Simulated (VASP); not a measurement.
# SnSe (P4/nmm) in VASP: notebook

The runs below take SnSe through single point, with r2SCAN.

Program: VASP 6.6.1. These are calculated values, not measurements. Logs are shortened: lines on timing, memory, paths and dates and some standing lists are left out, and cuts for length are marked.

**1. The cell of the first run**

The structure is tetragonal, space group P4/nmm (No. 129). The conventional cell has a = 4.415 Å, b = 4.415 Å, c = 10.660 Å, α = 90.00°, β = 90.00°, γ = 90.00°. Sn (site symmetry 4mm) has 5 Se at 2.60 to 3.12 Å within 3.4 Å. Se (site symmetry 4mm) has 5 Sn at 2.60 to 3.12 Å within 3.4 Å.

**2. Single point, r2SCAN (strain +0.030 along x and y, -0.030 along z)**

POSCAR

```
SnSe
1.0
    4.4146776633      0.0000000000      0.0000000000
    0.0000000000      4.4146776633      0.0000000000
    0.0000000000      0.0000000000     10.6601534985
Sn Se
2 2
Direct
    0.5000000000      0.0000000000      0.3713940256
    0.0000000000      0.5000000000      0.6286059744
    0.5000000000      0.0000000000      0.6150878817
    0.0000000000      0.5000000000      0.3849121183
```

INCAR.step1

```
SYSTEM = SnSe
ALGO = Normal
EDIFF = 1E-4
ENCUT = 520
GGA = PE
ISMEAR = 0
LASPH = .True.
LCHARG = .False.
LREAL = .False.
LWAVE = .True.
NBANDS = 28
NELM = 100
PREC = Accurate
SIGMA = 0.05
```

INCAR.step2

```
SYSTEM = SnSe
ALGO = Normal
EDIFF = 1E-6
ENCUT = 520
ISIF = 2
ISMEAR = 0
ISTART = 1
LASPH = .True.
LCHARG = .False.
LMIXTAU = .True.
LREAL = .False.
LWAVE = .False.
METAGGA = R2SCAN
NBANDS = 28
NELM = 100
PREC = Accurate
SIGMA = 0.05
```

KPOINTS

```
k-points
0
Gamma
  6 6 4
  0 0 0
```

Potentials or basis: VASP PAW PBE potentials, release 64 (Sn_d, Se).

Run with:

```bash
$ cat potpaw_PBE.64/Sn_d/POTCAR potpaw_PBE.64/Se/POTCAR > POTCAR
$ cp INCAR.step1 INCAR
$ mpirun -np 1 vasp_std > vasp.out
$ cp INCAR.step2 INCAR
$ mpirun -np 1 vasp_std > vasp.out
```

OUTCAR:

```text
SYSTEM = SnSe
   EDIFF = 1E-6
   ENCUT = 520
   ISIF = 2
   ISMEAR = 0
   ISTART = 1
   LASPH = .True.
   LREAL = .False.
   METAGGA = R2SCAN
   NELM = 100
   PREC = Accurate

 ion  position               nearest neighbor table
   1  0.500  0.000  0.371-   3 2.60   4 3.12   4 3.12   4 3.12   4 3.12
   2  0.000  0.500  0.629-   4 2.60   3 3.12   3 3.12   3 3.12   3 3.12
   3  0.500  0.000  0.615-   1 2.60   2 3.12   2 3.12   2 3.12   2 3.12
   4  0.000  0.500  0.385-   2 2.60   1 3.12   1 3.12   1 3.12   1 3.12

  LATTYP: Found a simple tetragonal cell.
 ALAT       =     4.4146776633
 C/A-ratio  =     2.4147071002

  Lattice vectors:

 A1 = (   4.4146776633,   0.0000000000,   0.0000000000)
 A2 = (   0.0000000000,   4.4146776633,   0.0000000000)
 A3 = (   0.0000000000,   0.0000000000,  10.6601534985)

Analysis of symmetry for initial positions (statically):
=====================================================================
 Subroutine PRICEL returns:
 Original cell was already a primitive cell.

 Routine SETGRP: Setting up the symmetry group for a
 simple tetragonal supercell.

 Subroutine GETGRP returns: Found 16 space group operations
 (whereof  8 operations were pure point group operations)
 out of a pool of 16 trial point group operations.

The static configuration has the point symmetry D_2d.
 The point group associated with its full space group is D_4h.

Analysis of symmetry for dynamics (positions and initial velocities):
=====================================================================
 Subroutine PRICEL returns:
 Original cell was already a primitive cell.

 Routine SETGRP: Setting up the symmetry group for a
 simple tetragonal supercell.

 Subroutine GETGRP returns: Found 16 space group operations
 (whereof  8 operations were pure point group operations)
 out of a pool of 16 trial point group operations.

The dynamic configuration has the point symmetry D_2d.
 The point group associated with its full space group is D_4h.

 Subroutine INISYM returns: Found 16 space group operations
 (whereof  8 operations are pure point group operations),
 and found     1 'primitive' translations

----------------------------------------------------------------------------------------

                                     Primitive cell

  volume of cell :     207.7598

  direct lattice vectors                    reciprocal lattice vectors
     4.414677663  0.000000000  0.000000000     0.226517104  0.000000000  0.000000000
     0.000000000  4.414677663  0.000000000     0.000000000  0.226517104  0.000000000
     0.000000000  0.000000000 10.660153498     0.000000000  0.000000000  0.093807280

  length of vectors
     4.414677663  4.414677663 10.660153498     0.226517104  0.226517104  0.093807280

  position of ions in fractional coordinates (direct lattice)
     0.500000000  0.000000000  0.371394026
     0.000000000  0.500000000  0.628605974
     0.500000000  0.000000000  0.615087882
     0.000000000  0.500000000  0.384912118

  ion indices of the primitive-cell ions
   primitive index   ion index
                 1           1
                 2           2
                 3           3
                 4           4

----------------------------------------------------------------------------------------

 KPOINTS: k-points

Automatic generation of k-mesh.
 Grid dimensions read from file:
 generate k-points for:    6    6    4

 Generating k-lattice:

  Cartesian coordinates                     Fractional coordinates (reciprocal lattice)
     0.037752851  0.000000000  0.000000000     0.166666667  0.000000000  0.000000000
     0.000000000  0.037752851  0.000000000     0.000000000  0.166666667  0.000000000
     0.000000000  0.000000000  0.023451820     0.000000000  0.000000000  0.250000000

  Length of vectors
     0.037752851  0.037752851  0.023451820

  Shift w.r.t. Gamma in fractional coordinates (k-lattice)
     0.000000000  0.000000000  0.000000000

 Subroutine IBZKPT returns following result:
 ===========================================

 Found     30 irreducible k-points:

 Following reciprocal coordinates:
            Coordinates               Weight
  0.000000  0.000000  0.000000      1.000000
  0.166667  0.000000  0.000000      4.000000
  0.333333  0.000000  0.000000      4.000000
  0.500000  0.000000  0.000000      2.000000
  0.166667  0.166667  0.000000      4.000000
  0.333333  0.166667  0.000000      8.000000
[... 16 lines left out ...]
  0.333333  0.000000  0.500000      4.000000
  0.500000  0.000000  0.500000      2.000000
 [... further k-points ...]
   k-points           NKPTS =     30   k-points in BZ     NKDIM =     30   number of bands    NBANDS=     28
   number of dos      NEDOS =    301   number of ions     NIONS =      4
   total plane-waves  NPLWV = 103680
   dimension x,y,z NGX =    36 NGY =   36 NGZ =   80
   dimension x,y,z NGXF=    72 NGYF=   72 NGZF=  160
   ions per type =               2   2
   NGX,Y,Z   is equivalent  to a cutoff of  13.56, 13.56, 12.48 a.u.
   NGXF,Y,Z  is equivalent  to a cutoff of  27.11, 27.11, 24.95 a.u.
 SYSTEM =  SnSe
   PREC   = accura    normal or accurate (medium, high low for compatibility)
   ISTART =      1    job   : 0-new  1-cont  2-samecut
   ICHARG =      0    charge: 1-file 2-atom 10-const
   ISPIN  =      1    spin polarized calculation?
   LNONCOLLINEAR =      F non collinear calculations
   LSORBIT =      F    spin-orbit coupling
   LASPH  =      T    aspherical Exc in radial PAW
   ENCUT  =  520.0 eV  38.22 Ry    6.18 a.u.   8.21  8.21 19.82*2*pi/ulx,y,z
   NELM   =    100;   NELMIN=  2; NELMDL=  0     # of ELM steps
   EDIFF  = 0.1E-05   stopping-criterion for ELM
   LREAL  =      F    real-space projection
   EDIFFG = 0.1E-04   stopping-criterion for IOM
   NSW    =      0    number of steps for IOM
   IBRION =     -1    ionic relax: 0-MD 1-quasi-New 2-CG
   NFREE  =      0    steps in history (QN), initial steepest desc. (CG)
   ISIF   =      2    stress and relaxation
   ISYM   =      2    0-nonsym 1-usesym 2-fastsym
   POTIM  = 0.5000    time-step for ionic-motion
   TEBEG  =    0.0;   TEEND  =   0.0 temperature during run
   PSTRESS=    0.0 pullay stress
   NELECT =      40.0000    total number of electrons
   NUPDOWN=      -1.0000    fix difference up-down
   EMIN   =  10.00;   EMAX   =-10.00  energy-range for DOS
   EFERMI =   0.00;   METHOD = LEGACY
   ISMEAR =     0;   SIGMA  =   0.05  broadening in eV -4-tet -1-fermi 0-gaus
   EFERMI_NEDOS =   21; number of points for ismear=-14 and -15
   IALGO  =     38    algorithm
   IMIX   =      4    mixing-type and parameters
     AMIX     =   0.40;   BMIX     =  1.00
     AMIX_MAG =   1.60;   BMIX_MAG =  1.00
  volume/ion in A,a.u.               =      51.94       350.51
  Fermi-wavevector in a.u.,A,eV,Ry     =   0.945310  1.786377 12.158321  0.893611
  Thomas-Fermi vector in A             =   2.073199
   LORBIT       =      0    0 simple, 1 ext, 2 COOP (PROOUT), +10 PAW based schemes
   METAGGA = R2SCAN    functional components
   LHFCALC =     F    Hartree Fock is set to
   AEXX    =    0.0000 exact exchange contribution
   IVDW    =     0    specifies the selected vdW correction
   LEPSILON=     F    determine dielectric tensor
   LRPA    =     F    only Hartree local field effects (RPA)
 non-spin polarized calculation
 Gauss-broadening in eV      SIGMA  =   0.05
  energy-cutoff  :      520.00
  volume of cell :      207.76
 maximum number of plane-waves:      5620
 NGX is ok and might be reduce to    36
   NGX = 17   NGY = 17   NGZ = 39

 number of electron      39.9999981 magnetization

 Free energy of the ion-electron system (eV)
  ---------------------------------------------------
  ext. energy  EPLUGINS =         0.00000000
  ---------------------------------------------------
  free energy    TOTEN  =       -79.47751844 eV

  energy without entropy =      -79.47751844  energy(sigma->0) =      -79.47751844

 E-fermi :   0.3690     XC(G=0):  -6.1614

 val. band max:        0.0665364712   @ k =   0.3333   0.0000   0.5000
 cond. band min:       1.7960660849   @ k =   0.3333   0.0000   0.5000
 fundamental gap:      1.7295296137
 Fermi energy:         0.3690086247

 k-point     1 :       0.0000    0.0000    0.0000
  band No.  band energies     occupation
      1     -21.5935      2.00000
      2     -21.5883      2.00000
      3     -21.5881      2.00000
      4     -21.5806      2.00000
      5     -21.5378      2.00000
      6     -21.5077      2.00000
[... 20 lines left out ...]
     27       5.9774      0.00000
     28       6.1673      0.00000

 k-point     2 :       0.1667    0.0000    0.0000
  band No.  band energies     occupation
      1     -21.5916      2.00000
      2     -21.5890      2.00000
      3     -21.5871      2.00000
      4     -21.5826      2.00000
      5     -21.5347      2.00000
      6     -21.5086      2.00000
[... 20 lines left out ...]
     27       5.7209      0.00000
     28       6.1759      0.00000

 k-point     3 :       0.3333    0.0000    0.0000
  band No.  band energies     occupation
      1     -21.5904      2.00000
      2     -21.5877      2.00000
      3     -21.5867      2.00000
      4     -21.5850      2.00000
      5     -21.5270      2.00000
      6     -21.5120      2.00000
[... 20 lines left out ...]
     27       5.8358      0.00000
     28       7.2477      0.00000

 k-point     4 :       0.5000    0.0000    0.0000
  band No.  band energies     occupation
      1     -21.5900      2.00000
      2     -21.5900      2.00000
      3     -21.5849      2.00000
      4     -21.5849      2.00000
      5     -21.5184      2.00000
      6     -21.5184      2.00000
[... 578 lines left out ...]
     27       5.7066      0.00000
     28       6.1468      0.00000

 k-point    23 :       0.3333    0.0000    0.5000
  band No.  band energies     occupation
      1     -21.5904      2.00000
      2     -21.5877      2.00000
      3     -21.5867      2.00000
      4     -21.5850      2.00000
      5     -21.5270      2.00000
      6     -21.5120      2.00000
[... 20 lines left out ...]
     27       6.5554      0.00000
     28       7.2804      0.00000

 k-point    24 :       0.5000    0.0000    0.5000
  band No.  band energies     occupation
      1     -21.5900      2.00000
      2     -21.5900      2.00000
      3     -21.5849      2.00000
      4     -21.5849      2.00000
      5     -21.5184      2.00000
      6     -21.5184      2.00000
[... 20 lines left out ...]
     27       7.1560      0.00000
     28       7.1560      0.00000

 [... further k-points ...]

------------------------ aborting loop because EDIFF is reached ----------------------------------------

  FORCE on cell =-STRESS in cart. coord.  units (eV):
  Direction    XX          YY          ZZ          XY          YZ          ZX
  --------------------------------------------------------------------------------------
  -------------------------------------------------------------------------------------
  Total       -2.1117626     -2.1117626      2.0260823      0.0000000      0.0000000      0.0000000
  in kB      -16.2852424    -16.2852424     15.6245032      0.0000000      0.0000000      0.0000000
  external PRESSURE =      -5.6486605 kB  Pullay stress =       0.0000000 kB

 VOLUME and BASIS-vectors are now :
 -----------------------------------------------------------------------------
  energy-cutoff  :      520.00
  volume of cell :      207.76
      direct lattice vectors                 reciprocal lattice vectors
     4.414677663  0.000000000  0.000000000     0.226517104  0.000000000  0.000000000
     0.000000000  4.414677663  0.000000000     0.000000000  0.226517104  0.000000000
     0.000000000  0.000000000 10.660153498     0.000000000  0.000000000  0.093807280

 POSITION                                       TOTAL-FORCE (eV/Angst)
 -----------------------------------------------------------------------------------
      2.20734      0.00000      3.95912         0.000000      0.000000     -0.356297
      0.00000      2.20734      6.70104         0.000000      0.000000      0.356297
      2.20734      0.00000      6.55693         0.000000      0.000000      0.447329
      0.00000      2.20734      4.10322         0.000000     -0.000000     -0.447329
 -----------------------------------------------------------------------------------
    total drift:                                0.000000      0.000000      0.000000

  FREE ENERGIE OF THE ION-ELECTRON SYSTEM (eV)
  ---------------------------------------------------
  free  energy   TOTEN  =       -79.4775184431 eV

  energy  without entropy=      -79.4775184431  energy(sigma->0) =      -79.47751844
```

It took 5.4 min on 1 thread of Intel Xeon 6975P-C (Granite Rapids), shared host; peak memory 0.44 GiB.

Results:

| Quantity | Value |
| --- | --- |
| Free energy | -79.4775 eV |
| Pressure | -0.6 GPa |
| Largest force | 0.447 eV/Å |
| Band gap on the k mesh | 1.73 eV |

Forces on the atoms (eV/Å):
```
Sn   0.000  0.000 -0.356
Sn   0.000  0.000  0.356
Se   0.000  0.000  0.447
Se   0.000  0.000 -0.447
```

Caveat: the cell differs from its parent crystal (strain +0.030 along x and y, -0.030 along z); the PAW data sets were made with another functional, which shifts forces and pressure a little; spin-orbit coupling is left out, which moves the levels of the heavy elements. A k mesh can miss the band edges.

**3. Single point, r2SCAN (strain +0.000 along x and y, +0.030 along z)**

POSCAR

```
SnSe
1.0
    4.2860948187      0.0000000000      0.0000000000
    0.0000000000      4.2860948187      0.0000000000
    0.0000000000      0.0000000000     11.3195444365
Sn Se
2 2
Direct
    0.5000000000      0.0000000000      0.3713940256
    0.0000000000      0.5000000000      0.6286059744
    0.5000000000      0.0000000000      0.6150878817
    0.0000000000      0.5000000000      0.3849121183
```

INCAR.step1

```
SYSTEM = SnSe
ALGO = Normal ; EDIFF = 1E-4
ENCUT = 520 ; GGA = PE
ISMEAR = 0 ; LASPH = .True.
LCHARG = .False. ; LREAL = .False.
LWAVE = .True. ; NBANDS = 28
NELM = 60 ; PREC = Accurate
SIGMA = 0.05
```

INCAR.step2

```
SYSTEM = SnSe
ALGO = Normal ; EDIFF = 1E-6
ENCUT = 520 ; ISIF = 2
ISMEAR = 0 ; ISTART = 1
LASPH = .True. ; LCHARG = .False.
LMIXTAU = .True. ; LREAL = .False.
LWAVE = .False. ; METAGGA = R2SCAN
NBANDS = 28 ; NELM = 60
PREC = Accurate ; SIGMA = 0.05
```

KPOINTS is that of step 2.

Potentials or basis: VASP PAW PBE potentials, release 64 (Sn_d, Se).

Run with:

```bash
$ cat potpaw_PBE.64/Sn_d/POTCAR potpaw_PBE.64/Se/POTCAR > POTCAR
$ cp INCAR.step1 INCAR
$ mpirun -np 1 vasp_std > vasp.out
$ cp INCAR.step2 INCAR
$ mpirun -np 1 vasp_std > vasp.out
```

Run time: 3.6 min. Hardware: 1 thread of Intel Xeon 6975P-C (Granite Rapids), shared host; peak memory 0.41 GiB.

Results (log left out):

| Quantity | Value |
| --- | --- |
| Free energy | -79.5424 eV |
| Largest force | 0.375 eV/Å |
| Band gap on the k mesh | 1.65 eV (least direct gap 1.85 eV) |

Forces in eV/Å, atoms in the order of the input:
```
Sn   0.000  0.000  0.375
Sn   0.000  0.000 -0.375
Se   0.000  0.000 -0.335
Se   0.000  0.000  0.335
```

Levels at points of the mesh, in eV from the valence-band top:
```
           k point  band 18  band 19  band 20  band 21  band 22  band 23
(0.00, 0.00, 0.00)    -1.79    -1.79    -0.27     1.75     4.11     4.36
(0.50, 0.00, 0.00)    -1.50    -0.05    -0.05     1.82     1.82     2.33
(0.50, 0.50, 0.00)    -3.32    -1.72    -1.72     3.77     3.77     5.15
(0.00, 0.00, 0.50)    -1.79    -1.79    -0.27     1.65     4.36     4.88
(0.50, 0.00, 0.50)    -1.50    -0.05    -0.05     1.82     1.82     2.33
(0.50, 0.50, 0.50)    -3.32    -1.72    -1.72     3.75     3.75     5.20
```

Caveat: the cell differs from its parent crystal (strain +0.000 along x and y, +0.030 along z); there is no dipole correction, which matters where the two faces differ; the PAW data sets were made with another functional, which shifts forces and pressure a little; spin-orbit coupling is left out, which moves the levels of the heavy elements.

**4. Single point, r2SCAN (strain +0.030 along x and y, +0.000 along z)**

POSCAR

```
SnSe
1.0
    4.4146776633      0.0000000000      0.0000000000
    0.0000000000      4.4146776633      0.0000000000
    0.0000000000      0.0000000000     10.9898489675
Sn Se
2 2
Direct
    0.5000000000      0.0000000000      0.3713940256
    0.0000000000      0.5000000000      0.6286059744
    0.5000000000      0.0000000000      0.6150878817
    0.0000000000      0.5000000000      0.3849121183
```

INCAR.step1

```
PREC     = Accurate       # precision mode
ENCUT    = 520            # plane-wave cutoff, eV
ISMEAR   = 0              # smearing method
SIGMA    = 0.05           # smearing width, eV
LREAL    = False          # projectors in reciprocal space
LASPH    = True           # aspherical terms in the spheres
NELM     = 60             # most SCF steps
NBANDS   = 28             # bands
GGA      = PE             # functional
ALGO     = Normal         # electronic algorithm
EDIFF    = 1E-4           # SCF threshold, eV
LWAVE    = True           # write WAVECAR
LCHARG   = False          # write CHGCAR
```

INCAR.step2

```
PREC     = Accurate       # precision mode
ENCUT    = 520            # plane-wave cutoff, eV
EDIFF    = 1E-6           # SCF threshold, eV
ISMEAR   = 0              # smearing method
SIGMA    = 0.05           # smearing width, eV
LREAL    = False          # projectors in reciprocal space
LASPH    = True           # aspherical terms in the spheres
NELM     = 60             # most SCF steps
ALGO     = Normal         # electronic algorithm
ISIF     = 2              # what is computed and relaxed
LWAVE    = False          # write WAVECAR
LCHARG   = False          # write CHGCAR
METAGGA  = R2SCAN         # meta-GGA
LMIXTAU  = True         
NBANDS   = 28             # bands
ISTART   = 1
```

KPOINTS

```
regular mesh
0
Gamma
  6 6 4
```

Run with:

```bash
$ cat potpaw_PBE.64/Sn_d/POTCAR potpaw_PBE.64/Se/POTCAR > POTCAR
$ cp INCAR.step1 INCAR
$ mpirun -np 1 vasp_std > vasp.out
$ cp INCAR.step2 INCAR
$ mpirun -np 1 vasp_std > vasp.out
```

Wall time 4.7 min (1 thread of Intel Xeon 6975P-C (Granite Rapids), shared host); peak memory 0.45 GiB.

It converged, with:

* Free energy: -79.4973 eV
* Largest force: 0.174 eV/Å
* Band gap on the k mesh: 1.78 eV

Forces in eV/Å, atoms in the order of the input:
```
Sn   0.000  0.000  0.174
Sn   0.000  0.000 -0.174
Se   0.000  0.000 -0.059
Se   0.000  0.000  0.059
```

Levels at points of the mesh, in eV from the valence-band top:
```csv
k point,band 16,band 17,band 18,band 19,band 20,band 21,band 22,band 23,band 24,band 25
"(0.00, 0.00, 0.00)",-2.79,-2.79,-1.42,-1.42,-0.20,2.25,4.42,4.45,4.45,4.51
"(0.50, 0.00, 0.00)",-2.08,-1.37,-1.37,-0.17,-0.17,1.88,1.88,2.43,2.43,3.76
"(0.50, 0.50, 0.00)",-4.35,-2.74,-2.74,-1.54,-1.54,4.19,4.19,4.97,4.97,5.43
"(0.00, 0.00, 0.50)",-2.79,-2.79,-1.42,-1.42,-0.20,2.10,4.45,4.45,4.51,5.19
"(0.50, 0.00, 0.50)",-2.08,-1.37,-1.37,-0.17,-0.17,1.88,1.88,2.43,2.43,3.69
"(0.50, 0.50, 0.50)",-4.35,-2.74,-2.74,-1.54,-1.54,4.16,4.16,4.95,4.95,5.51
```

Caveat: the cell differs from its parent crystal (strain +0.030 along x and y, +0.000 along z); there is no dipole correction, which matters where the two faces differ; the PAW data sets were made with another functional, which shifts forces and pressure a little; spin-orbit coupling is left out, which moves the levels of the heavy elements.

**5. Overview**

```tsv
cell	gap on the mesh (eV)	largest force (eV/Å)
a = 4.415, b = 4.415, c = 10.660 Å, 4 atoms	1.73	0.45
a = 4.286, b = 4.286, c = 11.320 Å, 4 atoms	1.65	0.37
a = 4.415, b = 4.415, c = 10.990 Å, 4 atoms	1.78	0.17
```

Alike in all rows: task single point; level r2SCAN; potentials or basis VASP PAW PBE potentials, release 64 (Sn_d, Se); no spin polarisation; k mesh 6 × 6 × 4; cutoff (eV) 520; smearing gaussian 0.05 eV.

Caveats: the PAW data sets were made with another functional, which shifts forces and pressure a little; spin-orbit coupling is left out, which moves the levels of the heavy elements; there is no dipole correction, which matters where the two faces differ (at least some runs).

Total energies depend on the potentials used, so only differences within one code and one set of settings carry meaning.
